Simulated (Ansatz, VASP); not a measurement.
# ZnO in VASP and in Ansatz

```
Zn O
1.0
     3.27991    0.00000    0.00000
    -1.63996    2.84049    0.00000
     0.00000    0.00000    5.29405
Zn O
2 2
Direct
  0.66667 0.33333 0.50061
  0.33333 0.66667 0.00061
  0.66667 0.33333 0.87970
  0.33333 0.66667 0.37970
```

Alike in both runs: task single point; functional HSE06; k mesh 3 × 3 × 2; occupations fermi-dirac, width 0.01 eV; no spin polarisation.

|  | VASP | Ansatz |
| --- | --- | --- |
| version | VASP 6.6.1 | Ansatz 0.2.0 |
| potentials or method | VASP PAW PBE potentials, release 64 (Zn, O), cutoff 520 eV | plane-wave PAW DFT |
| valence electrons in the cell | 36 | 36 |

```tsv
	VASP	Ansatz	Ansatz less VASP
gap on the k mesh at the Fermi level (eV)	2.44	2.47	+0.025
```

The functional is the same, so the differences come from potentials, cutoffs and numerics.

The k mesh is coarse, so the values compare programs but aren't converged.
